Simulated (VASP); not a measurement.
# ZrB (Cmmm) in VASP: further runs

Runs on ZrB. Level: PBE. Tasks: single point.

All numbers are computed with VASP 6.6.1; they aren't measurements. Logs are shortened: lines on timing, memory, paths and dates and some standing lists are left out, and cuts for length are marked.

## (1) The cell of the first run

The structure is orthorhombic, space group Cmmm (No. 65). The conventional cell has a = 3.923 Å, b = 3.971 Å, c = 4.014 Å, α = 90.00°, β = 90.00°, γ = 90.00°. Zr (site symmetry mmm) has 4 B at 1.96 to 1.99 Å within 2.6 Å. B (site symmetry mmm) has 4 Zr at 1.96 to 1.99 Å within 2.6 Å.

## (2) Single point, PBE

File INCAR:

```
PREC = Accurate
ENCUT = 520
EDIFF = 1E-6
ISMEAR = 0
SIGMA = 0.019000000000000003
LREAL = F
LASPH = T
NELM = 100
ALGO = Normal
ISIF = 2
LWAVE = F
LCHARG = F
GGA = PE
NBANDS = 14
```

File KPOINTS:

```
Automatic mesh
0
Gamma
  10 10 7
```

File POSCAR:

```
ZrB
1.0
    1.9614334600     -1.9857162700      0.0000000000
    1.9614334600      1.9857162700      0.0000000000
    0.0000000000      0.0000000000      4.0139456300
Zr B
1 1
Direct
    0.0000000000      0.0000000000      0.5000000000
    0.5000000000      0.5000000000      0.5000000000
```

Potentials or basis: VASP PAW PBE potentials, release 64 (Zr_sv, B).

Started as:

```
> cat potpaw_PBE.64/Zr_sv/POTCAR potpaw_PBE.64/B/POTCAR > POTCAR
> mpirun -np 1 vasp_std > vasp.out
```

OUTCAR:

```text
PREC = Accurate
   ENCUT = 520
   EDIFF = 1E-6
   ISMEAR = 0
   LREAL = F
   LASPH = T
   NELM = 100
   ISIF = 2
   GGA = PE

 ion  position               nearest neighbor table
   1  0.000  0.000  0.500-   2 1.96   2 1.96   2 1.99   2 1.99
   2  0.500  0.500  0.500-   1 1.96   1 1.96   1 1.99   1 1.99

  LATTYP: Found a base centered orthorhombic cell.
 ALAT       =     3.9228669200
 B/A-ratio  =     1.0123801345
 C/A-ratio  =     1.0232173846

  Lattice vectors:

 A1 = (   1.9614334600,  -1.9857162700,   0.0000000000)
 A2 = (   1.9614334600,   1.9857162700,   0.0000000000)
 A3 = (   0.0000000000,   0.0000000000,   4.0139456300)

Analysis of symmetry for initial positions (statically):
=====================================================================
 Subroutine PRICEL returns:
 Original cell was already a primitive cell.

 Routine SETGRP: Setting up the symmetry group for a
 base centered orthorhombic supercell.

 Subroutine GETGRP returns: Found  8 space group operations
 (whereof  8 operations were pure point group operations)
 out of a pool of  8 trial point group operations.

The static configuration has the point symmetry D_2h.

Analysis of symmetry for dynamics (positions and initial velocities):
=====================================================================
 Subroutine PRICEL returns:
 Original cell was already a primitive cell.

 Routine SETGRP: Setting up the symmetry group for a
 base centered orthorhombic supercell.

 Subroutine GETGRP returns: Found  8 space group operations
 (whereof  8 operations were pure point group operations)
 out of a pool of  8 trial point group operations.

The dynamic configuration has the point symmetry D_2h.

 Subroutine INISYM returns: Found  8 space group operations
 (whereof  8 operations are pure point group operations),
 and found     1 'primitive' translations

----------------------------------------------------------------------------------------

                                     Primitive cell

  volume of cell :      31.2674

  direct lattice vectors                    reciprocal lattice vectors
     1.961433460 -1.985716270  0.000000000     0.254915606 -0.251798310  0.000000000
     1.961433460  1.985716270  0.000000000     0.254915606  0.251798310  0.000000000
     0.000000000  0.000000000  4.013945630     0.000000000  0.000000000  0.249131426

  length of vectors
     2.791109156  2.791109156  4.013945630     0.358307626  0.358307626  0.249131426

  position of ions in fractional coordinates (direct lattice)
     0.000000000  0.000000000  0.500000000
     0.500000000  0.500000000  0.500000000

  ion indices of the primitive-cell ions
   primitive index   ion index
                 1           1
[... 88 lines left out ...]
   ISMEAR =     0;   SIGMA  =   0.02  broadening in eV -4-tet -1-fermi 0-gaus
   EFERMI_NEDOS =   21; number of points for ismear=-14 and -15
   IALGO  =     38    algorithm
   IMIX   =      4    mixing-type and parameters
     AMIX     =   0.40;   BMIX     =  1.00
     AMIX_MAG =   1.60;   BMIX_MAG =  1.00
  volume/ion in A,a.u.               =      15.63       105.50
  Fermi-wavevector in a.u.,A,eV,Ry     =   1.281567  2.421810 22.346383  1.642413
  Thomas-Fermi vector in A             =   2.413929
   LORBIT       =      0    0 simple, 1 ext, 2 COOP (PROOUT), +10 PAW based schemes
   GGA     = PE    functional components
   LHFCALC =     F    Hartree Fock is set to
   AEXX    =    0.0000 exact exchange contribution
   IVDW    =     0    specifies the selected vdW correction
   LEPSILON=     F    determine dielectric tensor
   LRPA    =     F    only Hartree local field effects (RPA)
 non-spin polarized calculation
 Gauss-broadening in eV      SIGMA  =   0.02
  energy-cutoff  :      520.00
  volume of cell :       31.27
 maximum number of plane-waves:       872
 NGX is ok and might be reduce to    24
   NGX = 11   NGY = 11   NGZ = 15

 number of electron      15.0000001 magnetization

 Free energy of the ion-electron system (eV)
  ---------------------------------------------------
  ext. energy  EPLUGINS =         0.00000000
  ---------------------------------------------------
  free energy    TOTEN  =        -9.84605478 eV

  energy without entropy =       -9.84576887  energy(sigma->0) =       -9.84591183

 E-fermi :   7.1596     XC(G=0): -10.4056

 val. band max:        7.1477486110   @ k =  -0.4000   0.4000   0.4286
 cond. band min:       7.1661334237   @ k =   0.3000   0.2000   0.4286
 fundamental gap:      0.0183848127
 Fermi energy:         7.1596086349

 k-point     1 :       0.0000    0.0000    0.0000
  band No.  band energies     occupation
      1     -40.5069      2.00000
      2     -18.7583      2.00000
      3     -18.0705      2.00000
      4     -17.9750      2.00000
      5      -1.0591      2.00000
      6       4.8941      2.00000
      7       5.1180      2.00000
      8       7.3527      0.00000
      9      11.5405      0.00000
     10      11.8355      0.00000
     11      11.8575      0.00000
     12      11.9361      0.00000
     13      12.4804      0.00000
     14      19.3346      0.00000
[... 377 lines left out ...]
      1     -40.1020      2.00000
      2     -19.6790      2.00000
      3     -19.1220      2.00000
      4     -18.3710      2.00000
      5       0.3953      2.00000
      6       5.5951      2.00000
      7       6.4168      2.00000
      8       8.2362      0.00000
      9       8.6352      0.00000
     10       8.6741      0.00000
     11      13.0648      0.00000
     12      15.3362      0.00000
     13      16.5382      0.00000
     14      17.9746      0.00000

 [... further k-points ...]

------------------------ aborting loop because EDIFF is reached ----------------------------------------

  FORCE on cell =-STRESS in cart. coord.  units (eV):
  Direction    XX          YY          ZZ          XY          YZ          ZX
  --------------------------------------------------------------------------------------
  -------------------------------------------------------------------------------------
  Total       22.5674284     22.0655449      0.1462548      0.0000000      0.0000000      0.0000000
  in kB     1156.3795434   1130.6624892      7.4942566      0.0000000      0.0000000      0.0000000
  external PRESSURE =     764.8454297 kB  Pullay stress =       0.0000000 kB

 VOLUME and BASIS-vectors are now :
 -----------------------------------------------------------------------------
  energy-cutoff  :      520.00
  volume of cell :       31.27
      direct lattice vectors                 reciprocal lattice vectors
     1.961433460 -1.985716270  0.000000000     0.254915606 -0.251798310  0.000000000
     1.961433460  1.985716270  0.000000000     0.254915606  0.251798310  0.000000000
     0.000000000  0.000000000  4.013945630     0.000000000  0.000000000  0.249131426

 POSITION                                       TOTAL-FORCE (eV/Angst)
 -----------------------------------------------------------------------------------
      0.00000      0.00000      2.00697        -0.000000      0.000000      0.000000
      1.96143      0.00000      2.00697         0.000000     -0.000000      0.000000
 -----------------------------------------------------------------------------------
    total drift:                                0.000000     -0.000000     -0.000000

  FREE ENERGIE OF THE ION-ELECTRON SYSTEM (eV)
  ---------------------------------------------------
  free  energy   TOTEN  =        -9.8460547784 eV

  energy  without entropy=       -9.8457688722  energy(sigma->0) =       -9.84591183
```

OSZICAR:

```text
N       E                     dE             d eps       ncg     rms          rms(c)
DAV:   1     0.116724238028E+03    0.11672E+03   -0.78093E+03  3480   0.100E+03
DAV:   2    -0.692105885722E+01   -0.12365E+03   -0.11425E+03  4402   0.291E+02
DAV:   3    -0.138315623141E+02   -0.69105E+01   -0.68122E+01  5950   0.551E+01
DAV:   4    -0.139744128762E+02   -0.14285E+00   -0.14279E+00  4062   0.565E+00
DAV:   5    -0.139760822314E+02   -0.16694E-02   -0.16693E-02  4794   0.589E-01    0.390E+01
DAV:   6    -0.101165386410E+02    0.38595E+01   -0.55398E+00  3958   0.184E+01    0.142E+01
DAV:   7    -0.984443496762E+01    0.27210E+00   -0.10987E+00  4276   0.695E+00    0.456E+00
DAV:   8    -0.984649710568E+01   -0.20621E-02   -0.74334E-02  4016   0.216E+00    0.172E+00
DAV:   9    -0.984612814943E+01    0.36896E-03   -0.59844E-03  4004   0.721E-01    0.168E-01
DAV:  10    -0.984607571178E+01    0.52438E-04   -0.49554E-04  4114   0.203E-01    0.597E-02
DAV:  11    -0.984606167937E+01    0.14032E-04   -0.20520E-04  3982   0.126E-01    0.368E-02
DAV:  12    -0.984605413127E+01    0.75481E-05   -0.19341E-05  3766   0.433E-02    0.662E-03
DAV:  13    -0.984605477842E+01   -0.64714E-06   -0.29420E-06  3844   0.137E-02
   1 F= -.98460548E+01 E0= -.98459118E+01  d E =-.285906E-03
```

Wall time 76 s (1 thread of AMD EPYC 7R43 (Zen 3), shared host); peak memory 0.14 GiB.

Results:

```yaml
Free_energy: -9.8461 eV
Pressure: 76.5 GPa
```

Stress tensor (GPa, compression positive):
```
115.64   0.00   0.00
  0.00 113.07   0.00
  0.00   0.00   0.75
```

Levels at points of the mesh, in eV from the Fermi level:
```
           k point  band 5  band 6  band 7  band 8  band 9  band 10
(0.00, 0.00, 0.00)   -8.22   -2.27   -2.04    0.19    4.38     4.68
(0.50, 0.00, 0.00)   -4.81   -3.14   -2.90   -2.54    0.43     5.60
(0.50, 0.50, 0.00)   -8.04    0.53    0.59    1.88    2.58     2.75
```

## (3) Single point, PBE

File INCAR:

```
PREC = Accurate ; ENCUT = 520
EDIFF = 1E-7 ; ISMEAR = 0
SIGMA = 0.02 ; LREAL = False
LASPH = True ; NELM = 80
ALGO = Normal ; ISIF = 2
LWAVE = False ; LCHARG = False
GGA = PE ; NBANDS = 14
```

KPOINTS is that of step 2.

POSCAR is that of step 2.

Potentials or basis: VASP PAW PBE potentials, release 64 (Zr_sv, B).

Started as:

```
> cat potpaw_PBE.64/Zr_sv/POTCAR potpaw_PBE.64/B/POTCAR > POTCAR
> mpirun -np 1 vasp_std > vasp.out
```

It took 82 s on 1 thread of AMD EPYC 7R43 (Zen 3), shared host; peak memory 0.15 GiB.

Results (log left out):

| Item | Value |
| --- | --- |
| Free energy | -9.8461 eV |
| Pressure | 76.5 GPa |

Stress tensor (GPa, compression positive):
```
115.60   0.00   0.00
  0.00 113.07   0.00
  0.00   0.00   0.69
```

Levels at points of the mesh, in eV from the Fermi level:
```
           k point  band 3  band 4  band 5  band 6  band 7  band 8  band 9  band 10  band 11  band 12
(0.00, 0.00, 0.00)  -25.23  -25.13   -8.22   -2.27   -2.04    0.19    4.38     4.68     4.70     4.78
(0.50, 0.00, 0.00)  -25.65  -24.83   -4.81   -3.14   -2.90   -2.54    0.43     5.60     6.44     8.68
(0.50, 0.50, 0.00)  -26.89  -25.43   -8.04    0.53    0.59    1.88    2.58     2.75     3.06     9.45
```

## (4) Single point, PBE

File INCAR:

```
PREC = Accurate
ENCUT = 520
EDIFF = 1E-7
ISMEAR = 0
SIGMA = 0.024
LREAL = F
LASPH = T
NELM = 60
ALGO = Normal
ISIF = 2
LWAVE = F
LCHARG = F
GGA = PE
NBANDS = 14
```

File KPOINTS:

```
regular mesh
0
Gamma
  10 10 7
```

POSCAR is that of step 3.

Started as:

```
> cat potpaw_PBE.64/Zr_sv/POTCAR potpaw_PBE.64/B/POTCAR > POTCAR
> mpirun -np 1 vasp_std > vasp.out
```

Wall time 72 s (1 thread of AMD EPYC 7R43 (Zen 3), shared host); peak memory 0.15 GiB.

Results (log left out):

```
Free energy : -9.8461 eV
Pressure    : 76.5 GPa
```

Stress tensor (GPa, compression positive):
```
115.53   0.00   0.00
  0.00 113.15   0.00
  0.00   0.00   0.71
```

Levels at points of the mesh, in eV from the Fermi level:
```
           k point  band 4  band 5  band 6  band 7  band 8  band 9  band 10  band 11
(0.00, 0.00, 0.00)  -25.13   -8.22   -2.27   -2.04    0.19    4.38     4.68     4.70
(0.50, 0.00, 0.00)  -24.83   -4.81   -3.14   -2.90   -2.54    0.43     5.60     6.44
(0.50, 0.50, 0.00)  -25.43   -8.04    0.53    0.59    1.88    2.58     2.75     3.06
```

## (5) Single point, PBE

File INCAR:

```
PREC = Accurate
ENCUT = 520
EDIFF = 1E-6
ISMEAR = 0
SIGMA = 0.025
LREAL = False
LASPH = True
NELM = 100
ALGO = Normal
ISIF = 2
LWAVE = False
LCHARG = False
GGA = PE
NBANDS = 14
```

KPOINTS is that of step 4.

POSCAR is that of step 4.

Started as:

```
> cat potpaw_PBE.64/Zr_sv/POTCAR potpaw_PBE.64/B/POTCAR > POTCAR
> mpirun -np 1 vasp_std > vasp.out
```

It took 64 s on 1 thread of AMD EPYC 7R43 (Zen 3), shared host; peak memory 0.15 GiB.

The run converged. Its results:

- Free energy: -9.8462 eV
- Pressure: 76.5 GPa

Stress tensor (GPa, compression positive):
```
115.52   0.00   0.00
  0.00 113.17   0.00
  0.00   0.00   0.76
```

Levels at points of the mesh, in eV from the Fermi level:
```csv
k point,band 3,band 4,band 5,band 6,band 7,band 8,band 9,band 10,band 11,band 12
"(0.00, 0.00, 0.00)",-25.23,-25.13,-8.22,-2.27,-2.04,0.19,4.38,4.68,4.70,4.78
"(0.50, 0.00, 0.00)",-25.65,-24.83,-4.81,-3.14,-2.90,-2.54,0.43,5.60,6.44,8.68
"(0.50, 0.50, 0.00)",-26.89,-25.43,-8.04,0.53,0.59,1.88,2.58,2.75,3.06,9.45
```

## (6) The runs side by side

| smearing | gap on the mesh (eV) | pressure (GPa) |
| --- | --- | --- |
| gaussian 0.019 eV | none | 76.5 |
| gaussian 0.02 eV | none | 76.5 |
| gaussian 0.024 eV | none | 76.5 |
| gaussian 0.025 eV | none | 76.5 |

Alike in all rows: task single point; level PBE; potentials or basis VASP PAW PBE potentials, release 64 (Zr_sv, B); no spin polarisation; cell as given; k mesh 10 × 10 × 7; cutoff (eV) 520.

Every run on the cell as given and a fine mesh finds a metal.

Total energies depend on the potentials used, so only differences within one code and one set of settings carry meaning.
